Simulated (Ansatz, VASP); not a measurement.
**Pd in VASP and in Ansatz**

Contents of INCAR:

```
SYSTEM = Pd
PREC = Accurate
ENCUT = 520
EDIFF = 1E-7
ISMEAR = 1
SIGMA = 0.1
LREAL = .FALSE.
LASPH = .TRUE.
NELM = 100
ALGO = Normal
ISIF = 2
LWAVE = .FALSE.
LCHARG = .FALSE.
GGA = RE
NBANDS = 11
```

The input KPOINTS:

```
regular mesh
0
G
  10 10 10
  0 0 0
```

The input POSCAR:

```
Pd
1.0
    0.0000000000      1.9334358480      1.9334358480
    1.9334358480      0.0000000000      1.9334358480
    1.9334358480      1.9334358480      0.0000000000
Pd
1
Direct
    0.0000000000      0.0000000000      0.0000000000
```

Input for Ansatz:

```yaml
crystal:
  lattice:
    - [0.0, 1.9334358479802465, 1.9334358479802465]
    - [1.9334358479802465, 0.0, 1.9334358479802465]
    - [1.9334358479802465, 1.9334358479802465, 0.0]
  atoms:
    - { symbol: Pd, position: [0.0, 0.0, 0.0] }
accuracy: medium
kpoints:
  mp_grid:
    grid: [10, 10, 10]
hamiltonian:
  xc: revpbe
  pseudopotentials:
    kind: nc
scf:
  max_iter: 150
  convergence:
    dr2_threshold: 1.0e-09
  mixing:
    algorithm: broyden
    beta: 0.4
    ndim: 8
  occupations:
    method: methfessel_paxton
output:
  stress: true
```

Alike in both runs: task single point; functional revPBE; k mesh 10 × 10 × 10; no spin polarisation.

|  | VASP | Ansatz |
| --- | --- | --- |
| version | VASP 6.6.1 | Ansatz 0.2.0 |
| potentials or method | VASP PAW PBE potentials, release 64 (Pd) | plane waves, norm-conserving potentials |
| plane-wave cutoff (eV) | 520 | 1116 |
| occupations | methfessel-paxton of order 1, width 0.1 eV | methfessel-paxton of order 1 |
| valence electrons in the cell | 10 | 18 |

Ansatz gave:

```
pressure (GPa) : 14.5
```

Problem. What did VASP give for the same quantities?

Solution. Pressure (GPa): 14.3.

VASP's potentials were made for PBE, not for revPBE. VASP's potentials hold 10 valence electrons a cell and Ansatz's 18, so a difference there can come from the potentials and not from the codes. Ansatz's warnings: stress scf threshold loose.
